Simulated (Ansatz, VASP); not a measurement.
# RbBr in VASP and in Ansatz

```
Rb Br
1.0
     4.12608    0.00000    0.00000
     0.00000    4.12608    0.00000
     0.00000    0.00000    4.12608
Rb Br
1 1
Direct
  0.00000 0.00000 0.00000
  0.50000 0.50000 0.50000
```

Alike in both runs: task relaxation of cell and atoms; functional RPBE; k mesh 7 × 7 × 7; occupations fermi-dirac, width 0.05 eV; no spin polarisation.

|  | VASP | Ansatz |
| --- | --- | --- |
| version | VASP 6.6.1 | Ansatz 0.2.0 |
| potentials or method | VASP PAW PBE potentials, release 64 (Rb_sv, Br), cutoff 600 eV | all-electron LAPW, scalar-relativistic |

|  | VASP | Ansatz | Ansatz less VASP |
| --- | --- | --- | --- |
| relaxed volume (Å³/atom) | 41.36 | 41.22 | -0.139 |
| relaxed length of the cell vector where the two differ most in proportion (Å) | 4.357 | 4.352 | -0.0049 |

VASP's potentials were made for PBE, not for RPBE. Ansatz ran all-electron here, and VASP with PAW potentials.

Noted on VASP's run: the volume moved by over 15 % at a fixed basis, so the end points are rough. Noted on Ansatz's run: the volume moved by over 15 % at a fixed basis, so the end points are rough.
